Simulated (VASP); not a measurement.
Write the native input for VASP 6.6.1 that does the following.

| Quantity | Value |
| --- | --- |
| Task | single point |
| Functional | PBE |
| Potentials or basis | VASP PAW PBE potentials, release 64 (Bi_d, Te) |
| Cutoff | 520 eV |
| k mesh | 7 × 7 × 7 |
| Occupations | fermi-dirac, width 0.08 eV |
| Spin | no spin polarisation |
| Dipole correction | no |
| Further INCAR settings | ALGO = Normal; EDIFF = 1e-06; NBANDS = 32 |

The structure of Bi2Te3 lies in POSCAR:

```
Bi2Te3
1.0
    2.1930005584      1.2661294627     10.3689834000
   -2.1930005584      1.2661294627     10.3689834000
    0.0000000000     -2.5322589254     10.3689834000
Bi Te
2 3
Direct
    0.4000000000      0.4000000000      0.4000000000
    0.6000000000      0.6000000000      0.6000000000
    0.0000000000      0.0000000000      0.0000000000
    0.2095000000      0.2095000000      0.2095000000
    0.7905000000      0.7905000000      0.7905000000
```

This cell differs from its parent crystal: zz strain of +2 %.

One way to write it, as run:

INCAR

```
ALGO = Normal ; EDIFF = 1E-6
ENCUT = 520 ; GGA = PE
ISIF = 2 ; ISMEAR = -1
LASPH = T ; LCHARG = F
LREAL = F ; LWAVE = F
NBANDS = 32 ; NELM = 80
PREC = Accurate ; SIGMA = 0.08
```

KPOINTS

```
k-points
0
Gamma
  7 7 7
```

Potentials or basis: VASP PAW PBE potentials, release 64 (Bi_d, Te).

The run is started by

```sh
$ cat potpaw_PBE.64/Bi_d/POTCAR potpaw_PBE.64/Te/POTCAR > POTCAR
$ mpirun -np 1 vasp_std > vasp.out
```

It gave:

```yaml
Pressure: 0.8 GPa
Largest_force: 0.201 eV/Å
Band_gap_on_the_k_mesh: 0.35 eV, direct
```

Caveat: the cell differs from its parent crystal (zz strain of +2 %); spin-orbit coupling is left out, which moves the levels of the heavy elements.

Wall time 17 min on 1 thread of Intel(R) Xeon(R) Platinum 8259CL CPU @ 2.50GHz (Skylake/Cascade Lake), with other jobs on the host, peak memory 1 GiB.
